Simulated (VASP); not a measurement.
Set up this calculation in VASP 6.6.1, as the native input.

| Item | Value |
| --- | --- |
| Task | single point |
| Functional | PBE |
| Potentials or basis | VASP PAW PBE potentials, release 64 (Mo_sv, S) |
| Cutoff | 520 eV |
| k mesh | 10 × 10 × 3 |
| Occupations | fermi-dirac, width 0.05 eV |
| Spin | no spin polarisation |
| Dipole correction | no |
| Further INCAR settings | ALGO = Normal; EDIFF = 1e-06; NBANDS = 35 |

The structure of MoS2 lies in POSCAR:

```
MoS2
1.0
    3.1610015200      0.0000000000      0.0000000000
   -1.5805007600      2.7375076200      0.0000000000
    0.0000000000      0.0000000000     12.2949997000
Mo S
2 4
Direct
    0.3394020000      0.6773770000      0.2509810000
    0.6652180000      0.3319410000      0.7502860000
    0.3224620000      0.6643760000      0.6277980000
    0.6654230000      0.3156300000      0.1293160000
    0.3511760000      0.6829620000      0.8740920000
    0.6438330000      0.3243640000      0.3731670000
```

This cell differs from its parent crystal: atoms moved at random.

These files were run (other wordings do the same):

INCAR

```
SYSTEM = MoS2
ALGO = Normal
EDIFF = 1E-6
ENCUT = 520
GGA = PE
ISIF = 2
ISMEAR = -1
LASPH = .True.
LCHARG = .False.
LREAL = .False.
LWAVE = .False.
NBANDS = 35
NELM = 60
PREC = Accurate
SIGMA = 0.05
```

KPOINTS

```
k-points
0
Gamma
  10 10 3
  0 0 0
```

Potentials or basis: VASP PAW PBE potentials, release 64 (Mo_sv, S).

Run with:

```console
$ cat potpaw_PBE.64/Mo_sv/POTCAR potpaw_PBE.64/S/POTCAR > POTCAR
$ mpirun -np 1 vasp_std > vasp.out
```

Results of the run:

```json
{
 "Pressure": "9.0 GPa",
 "Largest force": "1.772 eV/Å",
 "Band gap on the k mesh": "0.85 eV, indirect (least direct gap 1.59 eV)"
}
```

Caveat: the cell differs from its parent crystal (atoms moved at random); forces of over 1 eV/Å act on the atoms, so gaps and moduli don't describe the material at rest.

It took 3.2 min on 1 thread of Intel(R) Xeon(R) 6975P-C (Granite Rapids), on a shared host, peak memory 0.53 GiB.
